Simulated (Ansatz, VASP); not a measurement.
## One calculation of NaCl, two programs

```
Na Cl
1.0
     0.00000    2.80273    2.80273
     2.80273    0.00000    2.80273
     2.80273    2.80273    0.00000
Na Cl
1 1
Direct
  0.00000 0.00000 0.00000
  0.50000 0.50000 0.50000
```

Alike in both runs: task single point; functional PBE-based screened hybrid with a share of 0.1 of exact exchange and HFSCREEN = 0.1; k mesh 4 × 4 × 4; no spin polarisation.

|  | VASP | Ansatz |
| --- | --- | --- |
| version | VASP 6.6.1 | Ansatz 0.2.0 |
| potentials or method | VASP PAW PBE potentials, release 64 (Na_pv, Cl) | plane waves |
| plane-wave cutoff (eV) | 520 | 420 |
| occupations | gaussian, width 0.01 eV | fixed |
| valence electrons in the cell | 14 | 16 |

|  | VASP | Ansatz | Ansatz less VASP |
| --- | --- | --- | --- |
| gap on the k mesh at the Fermi level (eV) | 5.87 | 5.87 | -0.002 |
| pressure (GPa) | 1.0 | 1.0 | 0.00 |

VASP's potentials were made for PBE, not for PBE-based screened hybrid. VASP's potentials hold 14 valence electrons a cell and Ansatz's 16, so a difference there can come from the potentials and not from the codes. Ansatz's warnings: stress exchange threshold loose, stress scf threshold loose.

The k mesh is coarse, so the values compare programs but aren't converged.
